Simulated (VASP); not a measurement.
Input of a VASP 6.6.1 run:

Contents of INCAR:

```
ALGO     = Normal         # electronic algorithm
EDIFF    = 1E-6           # SCF threshold, eV
ENCUT    = 520            # plane-wave cutoff, eV
GGA      = PE             # functional
ISIF     = 2              # what is computed and relaxed
ISMEAR   = 0              # smearing method
LASPH    = T              # aspherical terms in the spheres
LCHARG   = F              # write CHGCAR
LREAL    = F              # projectors in reciprocal space
LWAVE    = F              # write WAVECAR
NBANDS   = 64             # bands
NELM     = 100            # most SCF steps
PREC     = Accurate       # precision mode
SIGMA    = 0.1            # smearing width, eV
```

KPOINTS

```
k-points
0
Gamma
  4 4 4
```

The input POSCAR:

```
Sn3GeO8
1.0
   -3.1554408439     -3.3560159404      3.3650189135
   -3.1558163457      3.3559272162     -3.3654896206
    3.1553216319     -3.3537595157     -3.3627785228
Sn Ge O
3 1 8
Direct
    0.4999933370      0.4999981417      0.9999977517
    0.2493150340      0.7492729314      0.4999651511
    0.7506985550      0.2507325144      0.5000497390
    0.0000145974     -0.0000012342      0.0000144646
    0.2984904661      0.9998683080      0.2983731824
    0.8033374589      0.4996399164      0.3029803521
    0.2327045914      0.0460955739      0.8129324064
    0.7667952530      0.5802930521      0.8129783983
    0.7015013310      0.0001335399      0.7016189596
    0.1966569809      0.5003552612      0.6970105193
    0.2332078418      0.4197128750      0.1870180987
    0.7672845535      0.9538991200      0.1870609767
```

Potentials or basis: VASP PAW PBE potentials, release 64 (Sn_d, Ge_d, O).

Command:

```sh
$ cat potpaw_PBE.64/Sn_d/POTCAR potpaw_PBE.64/Ge_d/POTCAR potpaw_PBE.64/O/POTCAR > POTCAR
$ mpirun -np 1 vasp_std > vasp.out
```

**Question.** What does it give for the largest force?

**Answer.** 0.034 eV/Å.

**Question.** What does it give for the band gap on the k mesh?

**Answer.** 0.66 eV.

Stress tensor (GPa, compression positive):
```
 0.74 -0.01 -0.01
-0.01  0.45  0.01
-0.01  0.01  0.36
```

Caveat: semilocal functionals underestimate gaps, and a narrow one can read as zero; spin-orbit coupling is left out, which moves the levels of the heavy elements.
